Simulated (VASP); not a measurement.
# As (P-1) in VASP: single point with PBE

Aim: the single point of As with PBE.

All numbers are computed with VASP 6.6.1; they aren't measurements. Logs are shortened: lines on timing, memory, paths and dates and some standing lists are left out, and cuts for length are marked.

### Step 1. The cell of the first run

The typed cell holds 2 atoms: a = 4.211 Å, b = 4.124 Å, c = 4.228 Å, α = 54.67°, β = 54.45°, γ = 56.28°.

### Step 2. Single point, PBE (atoms moved at random and the cell strained at random)

The input, INCAR:

```
PREC     = Accurate       # precision mode
ENCUT    = 520            # plane-wave cutoff, eV
EDIFF    = 1E-6           # SCF threshold, eV
ISMEAR   = 0              # smearing method
SIGMA    = 0.1            # smearing width, eV
LREAL    = False          # projectors in reciprocal space
LASPH    = True           # aspherical terms in the spheres
NELM     = 100            # most SCF steps
ALGO     = Normal         # electronic algorithm
ISIF     = 2              # what is computed and relaxed
LWAVE    = False          # write WAVECAR
LCHARG   = False          # write CHGCAR
GGA      = PE             # functional
NBANDS   = 12             # bands
```

The input, KPOINTS:

```
regular mesh
0
Gamma
  12 12 12
```

The input, POSCAR:

```
As
1.0
    2.0126640428      1.0550476268      3.5450552132
   -1.9185311877      1.0406487459      3.4987757816
    0.0345966310     -2.2602944321      3.5731621289
As
2
Direct
    0.2134200177      0.2353005932      0.2214946693
    0.7865799823      0.7646994068      0.7785053307
```

Potentials or basis: VASP PAW PBE potentials, release 64 (As).

Launch:

```console
cat potpaw_PBE.64/As/POTCAR > POTCAR
mpirun -np 1 vasp_std > vasp.out
```

OUTCAR:

```text
PREC = Accurate
   ENCUT = 520
   EDIFF = 1E-6
   ISMEAR = 0
   LREAL = False
   LASPH = True
   NELM = 100
   ISIF = 2
   GGA = PE

 ion  position               nearest neighbor table
   1  0.213  0.235  0.221-   2 2.49   2 2.52   2 2.62
   2  0.787  0.765  0.779-   1 2.49   1 2.52   1 2.62

  LATTYP: Found a triclinic cell.
 ALAT       =     6.6171260520
 B/A-ratio  =     1.5676077301
 C/A-ratio  =     1.5880506962
 COS(alpha) =     0.0001849936
 COS(beta)  =     0.4998415070
 COS(gamma) =     0.8638575670

  Lattice vectors:

 A1 = (  -0.0249395931,  -6.6162852369,   0.1024932630)
 A2 = (  -3.9215381926,  -8.8909785499,   3.6293759603)
 A3 = (   5.7901901941,  -5.3822406698,  -6.9231652159)

Analysis of symmetry for initial positions (statically):
=====================================================================
 Subroutine PRICEL returns:
 Original cell was already a primitive cell.

 Routine SETGRP: Setting up the symmetry group for a
 triclinic supercell.

 Subroutine GETGRP returns: Found  2 space group operations
 (whereof  2 operations were pure point group operations)
 out of a pool of  2 trial point group operations.

The static configuration has the point symmetry S_2 .

Analysis of symmetry for dynamics (positions and initial velocities):
=====================================================================
 Subroutine PRICEL returns:
 Original cell was already a primitive cell.

 Routine SETGRP: Setting up the symmetry group for a
 triclinic supercell.

 Subroutine GETGRP returns: Found  2 space group operations
 (whereof  2 operations were pure point group operations)
 out of a pool of  2 trial point group operations.

The dynamic configuration has the point symmetry S_2 .

 Subroutine INISYM returns: Found  2 space group operations
 (whereof  2 operations are pure point group operations),
 and found     1 'primitive' translations

----------------------------------------------------------------------------------------

                                     Primitive cell

  volume of cell :      46.0062

  direct lattice vectors                    reciprocal lattice vectors
     2.012664043  1.055047627  3.545055213     0.252719732  0.151637638  0.093475315
    -1.918531188  1.040648746  3.498775782    -0.256111769  0.153651696  0.099676047
     0.034596631 -2.260294432  3.573162129     0.000048207 -0.300897802  0.089523144

  length of vectors
     4.210861967  4.123729344  4.228192929     0.309190670  0.314860915  0.313932927

  position of ions in fractional coordinates (direct lattice)
     0.213420018  0.235300593  0.221494669
     0.786579982  0.764699407  0.778505331

  ion indices of the primitive-cell ions
   primitive index   ion index
                 1           1
                 2           2

----------------------------------------------------------------------------------------

 KPOINTS: regular mesh

Automatic generation of k-mesh.
 Grid dimensions read from file:
 generate k-points for:   12   12   12

 Generating k-lattice:

  Cartesian coordinates                     Fractional coordinates (reciprocal lattice)
     0.021059978  0.012636470  0.007789610     0.083333333  0.000000000  0.000000000
    -0.021342647  0.012804308  0.008306337     0.000000000  0.083333333  0.000000000
     0.000004017 -0.025074817  0.007460262    -0.000000000 -0.000000000  0.083333333

  Length of vectors
     0.025765889  0.026238410  0.026161077

  Shift w.r.t. Gamma in fractional coordinates (k-lattice)
     0.000000000  0.000000000  0.000000000

 Subroutine IBZKPT returns following result:
 ===========================================

 Found    868 irreducible k-points:

 Following reciprocal coordinates:
            Coordinates               Weight
  0.000000  0.000000  0.000000      1.000000
  0.083333 -0.000000  0.000000      2.000000
  0.166667  0.000000  0.000000      2.000000
  0.250000  0.000000  0.000000      2.000000
  0.333333  0.000000  0.000000      2.000000
  0.416667  0.000000  0.000000      2.000000
[... 16 lines left out ...]
  0.250000  0.166667  0.000000      2.000000
  0.333333  0.166667  0.000000      2.000000
 [... further k-points ...]
   k-points           NKPTS =    868   k-points in BZ     NKDIM =    868   number of bands    NBANDS=     12
   number of dos      NEDOS =    301   number of ions     NIONS =      2
   total plane-waves  NPLWV =  32768
   dimension x,y,z NGX =    32 NGY =   32 NGZ =   32
   dimension x,y,z NGXF=    64 NGYF=   64 NGZF=   64
   ions per type =               2
   NGX,Y,Z   is equivalent  to a cutoff of  12.63, 12.90, 12.58 a.u.
   NGXF,Y,Z  is equivalent  to a cutoff of  25.27, 25.80, 25.16 a.u.
 SYSTEM =  unknown system
   PREC   = accura    normal or accurate (medium, high low for compatibility)
   ISTART =      0    job   : 0-new  1-cont  2-samecut
   ICHARG =      2    charge: 1-file 2-atom 10-const
   ISPIN  =      1    spin polarized calculation?
   LNONCOLLINEAR =      F non collinear calculations
   LSORBIT =      F    spin-orbit coupling
   LASPH  =      T    aspherical Exc in radial PAW
   ENCUT  =  520.0 eV  38.22 Ry    6.18 a.u.   7.83  7.67  7.86*2*pi/ulx,y,z
   NELM   =    100;   NELMIN=  2; NELMDL= -5     # of ELM steps
   EDIFF  = 0.1E-05   stopping-criterion for ELM
   LREAL  =      F    real-space projection
   EDIFFG = 0.1E-04   stopping-criterion for IOM
   NSW    =      0    number of steps for IOM
   IBRION =     -1    ionic relax: 0-MD 1-quasi-New 2-CG
   NFREE  =      0    steps in history (QN), initial steepest desc. (CG)
   ISIF   =      2    stress and relaxation
   ISYM   =      2    0-nonsym 1-usesym 2-fastsym
   POTIM  = 0.5000    time-step for ionic-motion
   TEBEG  =    0.0;   TEEND  =   0.0 temperature during run
   PSTRESS=    0.0 pullay stress
   NELECT =      10.0000    total number of electrons
   NUPDOWN=      -1.0000    fix difference up-down
   EMIN   =  10.00;   EMAX   =-10.00  energy-range for DOS
   EFERMI =   0.00;   METHOD = LEGACY
   ISMEAR =     0;   SIGMA  =   0.10  broadening in eV -4-tet -1-fermi 0-gaus
   EFERMI_NEDOS =   21; number of points for ismear=-14 and -15
   IALGO  =     38    algorithm
   IMIX   =      4    mixing-type and parameters
     AMIX     =   0.40;   BMIX     =  1.00
     AMIX_MAG =   1.60;   BMIX_MAG =  1.00
  volume/ion in A,a.u.               =      23.00       155.23
  Fermi-wavevector in a.u.,A,eV,Ry     =   0.984320  1.860094 13.182480  0.968885
  Thomas-Fermi vector in A             =   2.115543
   LORBIT       =      0    0 simple, 1 ext, 2 COOP (PROOUT), +10 PAW based schemes
   GGA     = PE    functional components
   LHFCALC =     F    Hartree Fock is set to
   AEXX    =    0.0000 exact exchange contribution
   IVDW    =     0    specifies the selected vdW correction
   LEPSILON=     F    determine dielectric tensor
   LRPA    =     F    only Hartree local field effects (RPA)
 non-spin polarized calculation
 Gauss-broadening in eV      SIGMA  =   0.10
  energy-cutoff  :      520.00
  volume of cell :       46.01
 maximum number of plane-waves:      1253
   NGX = 15   NGY = 15   NGZ = 15

 number of electron      10.0000000 magnetization

 number of electron       9.9999999 magnetization

 Free energy of the ion-electron system (eV)
  ---------------------------------------------------
  ext. energy  EPLUGINS =         0.00000000
  ---------------------------------------------------
  free energy    TOTEN  =        -9.29122880 eV

  energy without entropy =       -9.29024546  energy(sigma->0) =       -9.29073713

 E-fermi :   4.7123     XC(G=0):  -9.6644

 val. band max:        4.7077804885   @ k =   0.2500   0.4167   0.2500
 cond. band min:       4.7220827860   @ k =   0.0833   0.4167   0.0833
 fundamental gap:      0.0143022975
 Fermi energy:         4.7122968640

 k-point     1 :       0.0000    0.0000    0.0000
  band No.  band energies     occupation
      1      -9.8212      2.00000
      2      -1.2289      2.00000
      3       2.4211      2.00000
      4       2.6658      2.00000
      5       2.9757      2.00000
      6       5.9789      0.00000
      7       7.1308      0.00000
      8       7.8101      0.00000
      9      11.3993      0.00000
     10      11.9104      0.00000
     11      12.4843      0.00000
     12      12.9077      0.00000

 k-point     2 :       0.0833   -0.0000    0.0000
  band No.  band energies     occupation
      1      -9.7390      2.00000
      2      -1.5377      2.00000
      3       2.4160      2.00000
      4       2.6957      2.00000
      5       2.8933      2.00000
      6       6.1795      0.00000
      7       6.9803      0.00000
      8       7.7708      0.00000
      9      11.0022      0.00000
     10      11.5449      0.00000
     11      11.9888      0.00000
     12      13.4299      0.00000

 k-point     3 :       0.1667    0.0000    0.0000
  band No.  band energies     occupation
      1      -9.4945      2.00000
      2      -2.3220      2.00000
      3       2.2999      2.00000
      4       2.5504      2.00000
      5       3.0719      2.00000
      6       6.2541      0.00000
      7       6.7981      0.00000
      8       7.6013      0.00000
      9      10.4658      0.00000
     10      11.5705      0.00000
     11      11.6770      0.00000
     12      14.5780      0.00000
[... 286 lines left out ...]
 k-point    23 :       0.2500    0.1667    0.0000
  band No.  band energies     occupation
      1      -9.0964      2.00000
      2      -3.0774      2.00000
      3       1.3293      2.00000
      4       1.7073      2.00000
      5       3.9572      2.00000
      6       6.3080      0.00000
      7       6.7562      0.00000
      8       8.0360      0.00000
      9      10.1977      0.00000
     10      12.4640      0.00000
     11      13.0877      0.00000
     12      14.0779      0.00000

 k-point    24 :       0.3333    0.1667    0.0000
  band No.  band energies     occupation
      1      -8.6673      2.00000
      2      -3.8649      2.00000
      3       0.9986      2.00000
      4       1.4730      2.00000
      5       3.6326      2.00000
      6       6.5236      0.00000
      7       7.1225      0.00000
      8       7.8857      0.00000
      9       9.8261      0.00000
     10      13.4179      0.00000
     11      14.1685      0.00000
     12      15.0053      0.00000

 [... further k-points ...]

------------------------ aborting loop because EDIFF is reached ----------------------------------------

  FORCE on cell =-STRESS in cart. coord.  units (eV):
  Direction    XX          YY          ZZ          XY          YZ          ZX
  --------------------------------------------------------------------------------------
  -------------------------------------------------------------------------------------
  Total       -0.6816583      0.4174958      0.5484692     -0.0825793      0.6917495      0.2055640
  in kB      -23.7389292     14.5393991     19.1005818     -2.8758463     24.0903583      7.1588194
  external PRESSURE =       3.3003506 kB  Pullay stress =       0.0000000 kB

 VOLUME and BASIS-vectors are now :
 -----------------------------------------------------------------------------
  energy-cutoff  :      520.00
  volume of cell :       46.01
      direct lattice vectors                 reciprocal lattice vectors
     2.012664043  1.055047627  3.545055213     0.252719732  0.151637638  0.093475315
    -1.918531188  1.040648746  3.498775782    -0.256111769  0.153651696  0.099676047
     0.034596631 -2.260294432  3.573162129     0.000048207 -0.300897802  0.089523144

 POSITION                                       TOTAL-FORCE (eV/Angst)
 -----------------------------------------------------------------------------------
     -0.01423     -0.03061      2.37129         0.223362      0.210593      0.576588
      0.14296     -0.13399      8.24571        -0.223362     -0.210593     -0.576588
 -----------------------------------------------------------------------------------
    total drift:                               -0.000000      0.000000      0.000000

  FREE ENERGIE OF THE ION-ELECTRON SYSTEM (eV)
  ---------------------------------------------------
  free  energy   TOTEN  =        -9.2912287955 eV

  energy  without entropy=       -9.2902454587  energy(sigma->0) =       -9.29073713
```

Wall time 4.9 min (1 thread of Intel Xeon Platinum 8259CL at 2.50GHz (Skylake/Cascade Lake), shared host); peak memory 0.5 GiB.

Results:

```
Free energy            : -9.2912 eV
Pressure               : 0.3 GPa
Largest force          : 0.653 eV/Å
Band gap on the k mesh : zero (band 5 reaches 4.78 eV, above the bottom of band 6 at 4.22 eV)
```

Forces on the atoms (eV/Å):
```
As   0.223  0.211  0.577
As  -0.223 -0.211 -0.577
```

Stress tensor (GPa, compression positive):
```
-2.37 -0.29  0.72
-0.29  1.45  2.41
 0.72  2.41  1.91
```

Levels at points of the mesh, in eV from the Fermi level:
```
           k point  band 3  band 4  band 5  band 6  band 7  band 8
(0.00, 0.00, 0.00)   -2.29   -2.05   -1.74    1.27    2.42    3.10
(0.50, 0.00, 0.00)   -2.88   -2.46   -0.33   -0.09    0.76    1.87
(0.00, 0.50, 0.00)   -2.84   -2.73   -0.43   -0.19    1.02    1.67
(0.50, 0.50, 0.00)   -5.54   -4.09   -3.69    1.30    5.20    6.84
(0.00, 0.00, 0.50)   -2.99   -2.27   -0.53   -0.49    1.09    1.60
(0.50, 0.00, 0.50)   -5.18   -4.02   -3.56    1.66    5.31    6.76
(0.00, 0.50, 0.50)   -5.63   -4.02   -3.54    1.33    5.18    6.74
(0.50, 0.50, 0.50)   -2.14   -1.62   -1.14    0.54    1.19    1.77
```

Caveat: the cell differs from its parent crystal (atoms moved at random and the cell strained at random).
